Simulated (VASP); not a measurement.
# Rh (Fm-3m) in VASP: further runs

Runs on Rh. Level: LDA. Tasks: single point.

Everything below comes from runs of VASP 6.6.1. Logs are shortened: lines on timing, memory, paths and dates and some standing lists are left out, and cuts for length are marked.

**1. The cell of the first run**

It takes space group Fm-3m (No. 225, cubic). Conventional cell: a = 3.755 Å, b = 3.755 Å, c = 3.755 Å, α = 90.00°, β = 90.00°, γ = 90.00°. Rh (site symmetry m-3m) has 12 Rh at 2.66 Å within 3.5 Å.

**2. Single point, LDA**

The input, INCAR:

```
  PREC = Accurate
  ENCUT = 520
  EDIFF = 1E-7
  ISMEAR = 0
  SIGMA = 0.1
  LREAL = False
  LASPH = True
  NELM = 100
  ALGO = Normal
  ISIF = 2
  LWAVE = False
  LCHARG = True
  GGA = CA
  LELF = True
  LVHAR = True
  NBANDS = 14
```

The input, KPOINTS:

```
regular mesh
0
Gamma
  14 14 14
```

The input, POSCAR:

```
Rh
1.0
    0.0000000000      1.8776226225      1.8776226225
    1.8776226225      0.0000000000      1.8776226225
    1.8776226225      1.8776226225      0.0000000000
Rh
1
Direct
    0.0000000000      0.0000000000      0.0000000000
```

Potentials or basis: VASP PAW LDA potentials, release 64 (Rh_pv).

Started as:

```bash
$ cat potpaw_LDA.64/Rh_pv/POTCAR > POTCAR
$ mpirun -np 1 vasp_std > vasp.out
```

OUTCAR:

```text
PREC = Accurate
   ENCUT = 520
   EDIFF = 1E-7
   ISMEAR = 0
   LREAL = False
   LASPH = True
   NELM = 100
   ISIF = 2
   GGA = CA

 ion  position               nearest neighbor table
   1  0.000  0.000  0.000-

  LATTYP: Found a face centered cubic cell.
 ALAT       =     3.7552452450

  Lattice vectors:

 A1 = (   0.0000000000,   1.8776226225,   1.8776226225)
 A2 = (   1.8776226225,   0.0000000000,   1.8776226225)
 A3 = (   1.8776226225,   1.8776226225,   0.0000000000)

Analysis of symmetry for initial positions (statically):
=====================================================================
 Subroutine PRICEL returns:
 Original cell was already a primitive cell.

 Routine SETGRP: Setting up the symmetry group for a
 face centered cubic supercell.

 Subroutine GETGRP returns: Found 48 space group operations
[... 9 lines left out ...]

 Routine SETGRP: Setting up the symmetry group for a
 face centered cubic supercell.

 Subroutine GETGRP returns: Found 48 space group operations
[... 11 lines left out ...]
                                     Primitive cell

  volume of cell :      13.2390

  direct lattice vectors                    reciprocal lattice vectors
     0.000000000  1.877622622  1.877622622    -0.266294192  0.266294192  0.266294192
     1.877622622  0.000000000  1.877622622     0.266294192 -0.266294192  0.266294192
     1.877622622  1.877622622  0.000000000     0.266294192  0.266294192 -0.266294192

  length of vectors
     2.655359378  2.655359378  2.655359378     0.461235071  0.461235071  0.461235071

  position of ions in fractional coordinates (direct lattice)
     0.000000000  0.000000000  0.000000000

  ion indices of the primitive-cell ions
   primitive index   ion index
                 1           1

----------------------------------------------------------------------------------------

 KPOINTS: regular mesh

Automatic generation of k-mesh.
 Grid dimensions read from file:
 generate k-points for:   14   14   14

 Generating k-lattice:

  Cartesian coordinates                     Fractional coordinates (reciprocal lattice)
    -0.019021014  0.019021014  0.019021014     0.071428571  0.000000000  0.000000000
     0.019021014 -0.019021014  0.019021014     0.000000000  0.071428571  0.000000000
     0.019021014  0.019021014 -0.019021014     0.000000000  0.000000000  0.071428571

  Length of vectors
     0.032945362  0.032945362  0.032945362

  Shift w.r.t. Gamma in fractional coordinates (k-lattice)
     0.000000000  0.000000000  0.000000000

 Subroutine IBZKPT returns following result:
 ===========================================

 Found    104 irreducible k-points:

 Following reciprocal coordinates:
            Coordinates               Weight
  0.000000  0.000000  0.000000      1.000000
  0.071429  0.000000  0.000000      8.000000
  0.142857  0.000000  0.000000      8.000000
  0.214286  0.000000  0.000000      8.000000
  0.285714  0.000000  0.000000      8.000000
  0.357143  0.000000  0.000000      8.000000
[... 16 lines left out ...]
  0.214286  0.142857  0.000000     24.000000
  0.285714  0.142857  0.000000     24.000000
 [... further k-points ...]
   k-points           NKPTS =    104   k-points in BZ     NKDIM =    104   number of bands    NBANDS=     14
   number of dos      NEDOS =    301   number of ions     NIONS =      1
   total plane-waves  NPLWV =   8000
   dimension x,y,z NGX =    20 NGY =   20 NGZ =   20
   dimension x,y,z NGXF=    40 NGYF=   40 NGZF=   40
   ions per type =               1
   NGX,Y,Z   is equivalent  to a cutoff of  12.52, 12.52, 12.52 a.u.
   NGXF,Y,Z  is equivalent  to a cutoff of  25.04, 25.04, 25.04 a.u.
 SYSTEM =  unknown system
   PREC   = accura    normal or accurate (medium, high low for compatibility)
   ISTART =      0    job   : 0-new  1-cont  2-samecut
   ICHARG =      2    charge: 1-file 2-atom 10-const
   ISPIN  =      1    spin polarized calculation?
   LNONCOLLINEAR =      F non collinear calculations
   LSORBIT =      F    spin-orbit coupling
   LASPH  =      T    aspherical Exc in radial PAW
   ENCUT  =  520.0 eV  38.22 Ry    6.18 a.u.   4.94  4.94  4.94*2*pi/ulx,y,z
   NELM   =    100;   NELMIN=  2; NELMDL= -5     # of ELM steps
   EDIFF  = 0.1E-06   stopping-criterion for ELM
   LREAL  =      F    real-space projection
   EDIFFG = 0.1E-05   stopping-criterion for IOM
   NSW    =      0    number of steps for IOM
   IBRION =     -1    ionic relax: 0-MD 1-quasi-New 2-CG
[... 8 lines left out ...]
   EMIN   =  10.00;   EMAX   =-10.00  energy-range for DOS
   EFERMI =   0.00;   METHOD = LEGACY
   ISMEAR =     0;   SIGMA  =   0.10  broadening in eV -4-tet -1-fermi 0-gaus
   EFERMI_NEDOS =   21; number of points for ismear=-14 and -15
   IALGO  =     38    algorithm
   IMIX   =      4    mixing-type and parameters
     AMIX     =   0.40;   BMIX     =  1.00
     AMIX_MAG =   1.60;   BMIX_MAG =  1.00
  volume/ion in A,a.u.               =      13.24        89.34
  Fermi-wavevector in a.u.,A,eV,Ry     =   1.706686  3.225169 39.630735  2.912777
  Thomas-Fermi vector in A             =   2.785677
   LORBIT       =      0    0 simple, 1 ext, 2 COOP (PROOUT), +10 PAW based schemes
   GGA     = CA    functional components
   LHFCALC =     F    Hartree Fock is set to
   AEXX    =    0.0000 exact exchange contribution
   IVDW    =     0    specifies the selected vdW correction
   LEPSILON=     F    determine dielectric tensor
   LRPA    =     F    only Hartree local field effects (RPA)
 non-spin polarized calculation
 Gauss-broadening in eV      SIGMA  =   0.10
  energy-cutoff  :      520.00
  volume of cell :       13.24
 maximum number of plane-waves:       368
   NGX =  9   NGY =  9   NGZ =  9

 number of electron      15.0000002 magnetization

 Free energy of the ion-electron system (eV)
  ---------------------------------------------------
  ext. energy  EPLUGINS =         0.00000000
  ---------------------------------------------------
  free energy    TOTEN  =        -8.68635111 eV

  energy without entropy =       -8.68008740  energy(sigma->0) =       -8.68321926

 E-fermi :  12.3961     XC(G=0): -14.5926

 val. band max:       12.3800856766   @ k =  -0.2857   0.3571   0.0714
 cond. band min:      12.4033080668   @ k =   0.3571   0.0714   0.0000
 fundamental gap:      0.0232223902
 Fermi energy:        12.3960929824

 k-point     1 :       0.0000    0.0000    0.0000
  band No.  band energies     occupation
      1     -33.7979      2.00000
      2     -33.7979      2.00000
      3     -33.7979      2.00000
      4       4.1125      2.00000
      5       9.1325      2.00000
      6       9.1325      2.00000
      7       9.1325      2.00000
      8      11.3875      2.00000
      9      11.3875      2.00000
     10      28.3340      0.00000
     11      32.6850      0.00000
     12      33.9562      0.00000
     13      33.9562      0.00000
     14      33.9562      0.00000

 k-point     2 :       0.0714    0.0000    0.0000
  band No.  band energies     occupation
      1     -33.8417      2.00000
      2     -33.8038      2.00000
      3     -33.8038      2.00000
      4       4.3254      2.00000
      5       9.0366      2.00000
      6       9.2167      2.00000
      7       9.2167      2.00000
      8      11.3396      2.00000
      9      11.3396      2.00000
     10      28.6542      0.00000
     11      32.6803      0.00000
     12      32.8975      0.00000
     13      34.2783      0.00000
     14      34.2783      0.00000

 k-point     3 :       0.1429    0.0000    0.0000
  band No.  band energies     occupation
      1     -33.9633      2.00000
      2     -33.8201      2.00000
      3     -33.8201      2.00000
      4       4.9116      2.00000
      5       8.8329      2.00000
      6       9.4125      2.00000
      7       9.4125      2.00000
      8      11.2661      2.00000
      9      11.2661      2.00000
     10      29.4453      0.00000
     11      30.9075      0.00000
     12      32.6865      0.00000
     13      35.1952      0.00000
     14      35.1952      0.00000

 k-point     4 :       0.2143    0.0000    0.0000
  band No.  band energies     occupation
      1     -34.1365      2.00000
      2     -33.8436      2.00000
      3     -33.8436      2.00000
      4       5.6528      2.00000
      5       8.8032      2.00000
      6       9.5386      2.00000
      7       9.5386      2.00000
      8      11.3722      2.00000
      9      11.3722      2.00000
     10      28.8070      0.00000
     11      30.1201      0.00000
     12      32.6857      0.00000
     13      36.5431      0.00000
     14      36.5431      0.00000

 k-point     5 :       0.2857    0.0000    0.0000
  band No.  band energies     occupation
      1     -34.3255      2.00000
      2     -33.8695      2.00000
      3     -33.8695      2.00000
      4       6.0917      2.00000
      5       9.4381      2.00000
      6       9.4556      2.00000
      7       9.4556      2.00000
      8      11.7966      2.00000
      9      11.7966      2.00000
     10      26.6598      0.00000
     11      29.8056      0.00000
[... 276 lines left out ...]
 k-point    22 :       0.1429    0.1429    0.0000
  band No.  band energies     occupation
      1     -33.9581      2.00000
      2     -33.8572      2.00000
      3     -33.8572      2.00000
      4       5.1823      2.00000
      5       8.4283      2.00000
      6       9.7216      2.00000
      7       9.7216      2.00000
      8      10.6650      2.00000
      9      11.6694      2.00000
     10      29.9648      0.00000
     11      32.0585      0.00000
     12      32.6880      0.00000
     13      33.8832      0.00000
     14      33.8832      0.00000

 k-point    23 :       0.2143    0.1429    0.0000
  band No.  band energies     occupation
      1     -34.0706      2.00000
      2     -33.8866      2.00000
      3     -33.8796      2.00000
      4       5.7875      2.00000
      5       8.1387      2.00000
      6       9.8430      2.00000
      7       9.9951      2.00000
      8      10.6641      2.00000
      9      11.8318      2.00000
     10      30.6112      0.00000
     11      30.8784      0.00000
     12      32.6855      0.00000
     13      33.6965      0.00000
     14      34.2357      0.00000

 k-point    24 :       0.2857    0.1429    0.0000
  band No.  band energies     occupation
      1     -34.2252      2.00000
      2     -33.9158      2.00000
      3     -33.9066      2.00000
      4       6.4256      2.00000
      5       8.0644      2.00000
      6       9.5062      2.00000
      7      10.1028      2.00000
      8      11.4427      2.00000
      9      12.1586      1.99922
     10      28.6559      0.00000
     11      31.0242      0.00000
     12      32.6847      0.00000
     13      33.4538      0.00000
     14      34.6349      0.00000

 [... further k-points ...]
[... 5 lines left out ...]
  --------------------------------------------------------------------------------------
  -------------------------------------------------------------------------------------
  Total        0.0454781      0.0454781      0.0454781      0.0000000      0.0000000     -0.0000000
  in kB        5.5037447      5.5037447      5.5037447      0.0000000      0.0000000     -0.0000000
  external PRESSURE =       5.5037447 kB  Pullay stress =       0.0000000 kB

 VOLUME and BASIS-vectors are now :
 -----------------------------------------------------------------------------
  energy-cutoff  :      520.00
  volume of cell :       13.24
      direct lattice vectors                 reciprocal lattice vectors
     0.000000000  1.877622622  1.877622622    -0.266294192  0.266294192  0.266294192
     1.877622622  0.000000000  1.877622622     0.266294192 -0.266294192  0.266294192
     1.877622622  1.877622622  0.000000000     0.266294192  0.266294192 -0.266294192

 POSITION                                       TOTAL-FORCE (eV/Angst)
 -----------------------------------------------------------------------------------
      0.00000      0.00000      0.00000        -0.000000      0.000000     -0.000000
 -----------------------------------------------------------------------------------
    total drift:                                0.000000     -0.000000      0.000000

  FREE ENERGIE OF THE ION-ELECTRON SYSTEM (eV)
  ---------------------------------------------------
  free  energy   TOTEN  =        -8.6863511133 eV

  energy  without entropy=       -8.6800873997  energy(sigma->0) =       -8.68321926
```

Wall time 6 s (1 thread of Intel Xeon 6975P-C (Granite Rapids), shared host); peak memory 0.13 GiB.

What came out:

| Quantity | Value |
| --- | --- |
| Free energy | -8.6864 eV |
| Pressure | 0.6 GPa |

Levels at points of the mesh, in eV from the Fermi level:
```tsv
k point	band 4	band 5	band 6	band 7	band 8	band 9	band 10	band 11
(0.00, 0.00, 0.00)	-8.28	-3.26	-3.26	-3.26	-1.01	-1.01	15.94	20.29
(0.50, 0.00, 0.00)	-6.46	-3.34	-3.34	0.66	0.66	0.68	9.02	15.47
(0.50, 0.50, 0.00)	-6.68	-6.31	0.64	1.10	1.10	3.28	12.77	13.46
```

(Continued in part 2 of 2.)
